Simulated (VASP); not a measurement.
# C (P6_3/mmc) in VASP: a series of runs, part 2 of 2

VASP 6.6.1. The steps go on from the part before.

### 4 Single point, PBE

The COD entry that gives the cell may itself be a prediction, so a difference from it is no test against experiment.

This run uses another cell than the first one, of 5.18 Å³/atom, 1.012 times its volume.

File INCAR:

```
ALGO = Normal
EDIFF = 1E-7
ENCUT = 520
GGA = PE
ISIF = 2
ISMEAR = 0
LASPH = T
LCHARG = F
LREAL = F
LWAVE = F
NBANDS = 36
NELM = 60
PREC = Accurate
SIGMA = 0.05
```

File KPOINTS:

```
k-points
0
Gamma
  12 12 2
```

File POSCAR:

```
C
1.0
    2.3441000000      0.0000000000      0.0000000000
   -1.1720500000      2.0300501490      0.0000000000
    0.0000000000      0.0000000000     13.0506000000
C
12
Direct
    0.0000000000      0.0000000000      0.1868593266
    0.0000000000      0.0000000000      0.6868593266
    0.0000000000      0.0000000000      0.3131406734
    0.0000000000      0.0000000000      0.8131406734
    0.3333333333      0.6666666667      0.5207665411
    0.6666666667      0.3333333333      0.0207665411
    0.3333333333      0.6666666667      0.9792334589
    0.6666666667      0.3333333333      0.4792334589
    0.3333333333      0.6666666667      0.6450950823
    0.6666666667      0.3333333333      0.1450950823
    0.3333333333      0.6666666667      0.8549049177
    0.6666666667      0.3333333333      0.3549049177
```

Potentials or basis: VASP PAW PBE potentials, release 64 (C).

Launch:

```sh
cat potpaw_PBE.64/C/POTCAR > POTCAR
mpirun -np 1 vasp_std > vasp.out
```

OUTCAR:

```text
EDIFF = 1E-7
   ENCUT = 520
   GGA = PE
   ISIF = 2
   ISMEAR = 0
   LASPH = T
   LREAL = F
   NELM = 60
   PREC = Accurate

 ion  position               nearest neighbor table
   1  0.000  0.000  0.187-  10 1.46  10 1.46  10 1.46   3 1.65
   2  0.000  0.000  0.687-   9 1.46   9 1.46   9 1.46   4 1.65
   3  0.000  0.000  0.313-  12 1.46  12 1.46  12 1.46   1 1.65
   4  0.000  0.000  0.813-  11 1.46  11 1.46  11 1.46   2 1.65
   5  0.333  0.667  0.521-   8 1.46   8 1.46   8 1.46   9 1.62
   6  0.667  0.333  0.021-   7 1.46   7 1.46   7 1.46  10 1.62
   7  0.333  0.667  0.979-   6 1.46   6 1.46   6 1.46  11 1.62
   8  0.667  0.333  0.479-   5 1.46   5 1.46   5 1.46  12 1.62
   9  0.333  0.667  0.645-   2 1.46   2 1.46   2 1.46   5 1.62
  10  0.667  0.333  0.145-   1 1.46   1 1.46   1 1.46   6 1.62
  11  0.333  0.667  0.855-   4 1.46   4 1.46   4 1.46   7 1.62
  12  0.667  0.333  0.355-   3 1.46   3 1.46   3 1.46   8 1.62

  LATTYP: Found a hexagonal cell.
 ALAT       =     2.3441000000
 C/A-ratio  =     5.5674245979

  Lattice vectors:

 A1 = (   2.3441000000,   0.0000000000,   0.0000000000)
 A2 = (  -1.1720500000,   2.0300501490,   0.0000000000)
 A3 = (   0.0000000000,   0.0000000000,  13.0506000000)

Analysis of symmetry for initial positions (statically):
=====================================================================
 Subroutine PRICEL returns:
 Original cell was already a primitive cell.

 Routine SETGRP: Setting up the symmetry group for a
 hexagonal supercell.

 Subroutine GETGRP returns: Found 24 space group operations
 (whereof 12 operations were pure point group operations)
 out of a pool of 24 trial point group operations.

The static configuration has the point symmetry D_3d.
 The point group associated with its full space group is D_6h.

Analysis of symmetry for dynamics (positions and initial velocities):
[... 162 lines left out ...]
   LRPA    =     F    only Hartree local field effects (RPA)
 non-spin polarized calculation
 Gauss-broadening in eV      SIGMA  =   0.05
  energy-cutoff  :      520.00
  volume of cell :       62.10
 maximum number of plane-waves:      1723
 NGX is ok and might be reduce to    18
   NGX =  9   NGY =  9   NGZ = 49

 number of electron      48.0000006 magnetization

 Free energy of the ion-electron system (eV)
  ---------------------------------------------------
  ext. energy  EPLUGINS =         0.00000000
  ---------------------------------------------------
  free energy    TOTEN  =      -105.42761293 eV

  energy without entropy =     -105.42761293  energy(sigma->0) =     -105.42761293

 E-fermi :  11.6384     XC(G=0): -13.7147

 val. band max:       11.3588677965   @ k =   0.0000   0.0000   0.0000
 cond. band min:      13.6179920307   @ k =   0.0000   0.0000   0.0000
 fundamental gap:      2.2591242342
 Fermi energy:        11.6383547297

 k-point     1 :       0.0000    0.0000    0.0000
  band No.  band energies     occupation
      1     -11.7345      2.00000
      2     -11.1176      2.00000
      3     -11.0099      2.00000
      4      -9.1712      2.00000
      5      -9.1165      2.00000
      6      -7.1782      2.00000
[... 925 lines left out ...]
     35      21.5008      0.00000
     36      21.5008      0.00000

 [... further k-points ...]

------------------------ aborting loop because EDIFF is reached ----------------------------------------

  FORCE on cell =-STRESS in cart. coord.  units (eV):
  Direction    XX          YY          ZZ          XY          YZ          ZX
  --------------------------------------------------------------------------------------
  -------------------------------------------------------------------------------------
  Total       44.6681386     44.6681386    -19.6038449      0.0000000      0.0000000      0.0000000
  in kB     1152.3782609   1152.3782609   -505.7529921      0.0000000      0.0000000      0.0000000
  external PRESSURE =     599.6678432 kB  Pullay stress =       0.0000000 kB

 VOLUME and BASIS-vectors are now :
 -----------------------------------------------------------------------------
  energy-cutoff  :      520.00
  volume of cell :       62.10
      direct lattice vectors                 reciprocal lattice vectors
     2.344100000  0.000000000  0.000000000     0.426602961  0.246299334  0.000000000
    -1.172050000  2.030050149  0.000000000     0.000000000  0.492598668  0.000000000
     0.000000000  0.000000000 13.050600000     0.000000000  0.000000000  0.076624830

 POSITION                                       TOTAL-FORCE (eV/Angst)
 -----------------------------------------------------------------------------------
      0.00000      0.00000      2.43863        -0.000000      0.000000      0.335825
      0.00000      0.00000      8.96393        -0.000000     -0.000000      0.335825
      0.00000      0.00000      4.08667         0.000000      0.000000     -0.335825
      0.00000      0.00000     10.61197        -0.000000     -0.000000     -0.335825
     -0.00000      1.35337      6.79632        -0.000000     -0.000000      0.366641
      1.17205      0.67668      0.27102        -0.000000      0.000000      0.366641
     -0.00000      1.35337     12.77958         0.000000     -0.000000     -0.366641
      1.17205      0.67668      6.25428         0.000000      0.000000     -0.366641
     -0.00000      1.35337      8.41888         0.000000      0.000000     -0.197216
      1.17205      0.67668      1.89358        -0.000000     -0.000000     -0.197216
     -0.00000      1.35337     11.15702         0.000000      0.000000      0.197216
      1.17205      0.67668      4.63172        -0.000000     -0.000000      0.197216
 -----------------------------------------------------------------------------------
    total drift:                                0.000000     -0.000000      0.000000

  FREE ENERGIE OF THE ION-ELECTRON SYSTEM (eV)
  ---------------------------------------------------
  free  energy   TOTEN  =      -105.4276129256 eV

  energy  without entropy=     -105.4276129256  energy(sigma->0) =     -105.42761293
```

OSZICAR:

```text
N       E                     dE             d eps       ncg     rms          rms(c)
DAV:   1     0.131954539005E+03    0.13195E+03   -0.25882E+04  2736   0.132E+03
DAV:   2    -0.101840001069E+03   -0.23379E+03   -0.21914E+03  3580   0.262E+02
DAV:   3    -0.110768707574E+03   -0.89287E+01   -0.88585E+01  3608   0.462E+01
DAV:   4    -0.110865962122E+03   -0.97255E-01   -0.97018E-01  3520   0.518E+00
DAV:   5    -0.110867639104E+03   -0.16770E-02   -0.16751E-02  3548   0.636E-01    0.157E+01
DAV:   6    -0.106761865353E+03    0.41058E+01   -0.27859E+00  3096   0.832E+00    0.932E+00
DAV:   7    -0.105422175419E+03    0.13397E+01   -0.35644E+00  3160   0.964E+00    0.217E+00
DAV:   8    -0.105427320310E+03   -0.51449E-02   -0.15784E-01  3388   0.197E+00    0.173E-01
DAV:   9    -0.105427466432E+03   -0.14612E-03   -0.14158E-03  3492   0.223E-01    0.806E-02
DAV:  10    -0.105427604967E+03   -0.13854E-03   -0.15515E-04  3272   0.738E-02    0.148E-02
DAV:  11    -0.105427612198E+03   -0.72315E-05   -0.75690E-06  3564   0.166E-02    0.339E-03
DAV:  12    -0.105427612754E+03   -0.55506E-06   -0.91390E-07  3424   0.533E-03    0.173E-03
DAV:  13    -0.105427612937E+03   -0.18382E-06   -0.19673E-07  2720   0.286E-03    0.453E-04
DAV:  14    -0.105427612926E+03    0.11724E-07   -0.15261E-08  2060   0.802E-04
   1 F= -.10542761E+03 E0= -.10542761E+03  d E =-.527697E-17
```

It took 43 s on 1 thread of Intel Xeon 6975P-C (Granite Rapids), shared host; peak memory 0.2 GiB.

What came out:

| Property | Result |
| --- | --- |
| Free energy | -105.4276 eV |
| Pressure | 60.0 GPa |
| Largest force | 0.367 eV/Å |
| Band gap on the k mesh | 2.26 eV, direct |

Forces on the atoms (eV/Å):
```
C    0.000  0.000  0.336
C    0.000  0.000  0.336
C    0.000  0.000 -0.336
C    0.000  0.000 -0.336
C    0.000  0.000  0.367
C    0.000  0.000  0.367
C    0.000  0.000 -0.367
C    0.000  0.000 -0.367
C    0.000  0.000 -0.197
C    0.000  0.000 -0.197
C    0.000  0.000  0.197
C    0.000  0.000  0.197
```

A k mesh can miss the band edges. PBE gaps usually lie below the measured ones, often by a third to a half.

### 5 Single point, PBE

This run uses another cell than the first one, of 5.18 Å³/atom, 1.013 times its volume.

File INCAR:

```
PREC = Accurate ; ENCUT = 520
EDIFF = 1E-7 ; ISMEAR = 0
SIGMA = 0.05 ; LREAL = F
LASPH = T ; NELM = 100
ALGO = Normal ; ISIF = 2
LWAVE = F ; LCHARG = F
GGA = PE ; NBANDS = 36
```

File KPOINTS:

```
regular mesh
0
Gamma
  12 12 2
```

Edit POSCAR of step 4 so:

```diff
@@ -2,5 +2,5 @@
 1.0
-    2.3441000000      0.0000000000      0.0000000000
-   -1.1720500000      2.0300501490      0.0000000000
-    0.0000000000      0.0000000000     13.0506000000
+    2.3882000000      0.0000000000      0.0000000000
+   -1.1941000000      2.0682418693      0.0000000000
+    0.0000000000      0.0000000000     12.5845000000
 C
```

Launch:

```sh
cat potpaw_PBE.64/C/POTCAR > POTCAR
mpirun -np 1 vasp_std > vasp.out
```

Wall time 41 s (1 thread of Intel Xeon 6975P-C (Granite Rapids), shared host); peak memory 0.19 GiB.

The run converged. Its results:

| Quantity | Value |
| --- | --- |
| Free energy | -107.2982 eV |
| Pressure | 53.1 GPa |
| Largest force | 0.417 eV/Å |
| Band gap on the k mesh | 3.94 eV, direct |

Forces on the atoms (eV/Å):
```
C    0.000  0.000  0.417
C    0.000  0.000  0.417
C    0.000  0.000 -0.417
C    0.000  0.000 -0.417
C    0.000  0.000  0.405
C    0.000  0.000  0.405
C    0.000  0.000 -0.405
C    0.000  0.000 -0.405
C    0.000  0.000 -0.296
C    0.000  0.000 -0.296
C    0.000  0.000  0.296
C    0.000  0.000  0.296
```

Stress tensor (GPa, compression positive):
```
84.34  0.00  0.00
 0.00 84.34  0.00
 0.00  0.00 -9.45
```

Levels at points of the mesh, in eV from the valence-band top:
```tsv
k point	band 20	band 21	band 22	band 23	band 24	band 25	band 26	band 27	band 28	band 29
(0.00, 0.00, 0.00)	-0.80	-0.80	-0.41	0.00	0.00	3.94	6.33	6.33	7.28	7.28
(0.50, 0.00, 0.00)	-4.93	-4.45	-4.42	-4.08	-3.47	4.80	5.71	5.92	6.13	6.36
(0.00, 0.00, 0.50)	-1.50	-0.25	-0.25	-0.25	-0.25	5.41	5.41	6.66	6.66	6.66
(0.50, 0.00, 0.50)	-5.22	-4.31	-4.31	-3.75	-3.75	5.05	5.05	5.86	5.86	6.76
```

A k mesh can miss the band edges.

### 6 Summary

| cell | gap on the mesh (eV) | pressure (GPa) | largest force (eV/Å) |
| --- | --- | --- | --- |
| a = 2.344, b = 2.344, c = 12.895 Å, angles 90.0, 90.0, 120.0°, 12 atoms | 2.64 | 65.9 | 0.49 |
| a = 2.432, b = 2.432, c = 12.118 Å, angles 90.0, 90.0, 120.0°, 12 atoms | 4.74 | 51.1 | 0.17 |
| a = 2.344, b = 2.344, c = 13.051 Å, angles 90.0, 90.0, 120.0°, 12 atoms | 2.26 | 60.0 | 0.37 |
| a = 2.388, b = 2.388, c = 12.585 Å, angles 90.0, 90.0, 120.0°, 12 atoms | 3.94 | 53.1 | 0.42 |

Alike in all rows: task single point; level PBE; potentials or basis VASP PAW PBE potentials, release 64 (C); no spin polarisation; k mesh 12 × 12 × 2; cutoff (eV) 520; smearing gaussian 0.05 eV.

Absolute energies hang on the potentials; compare differences alone.
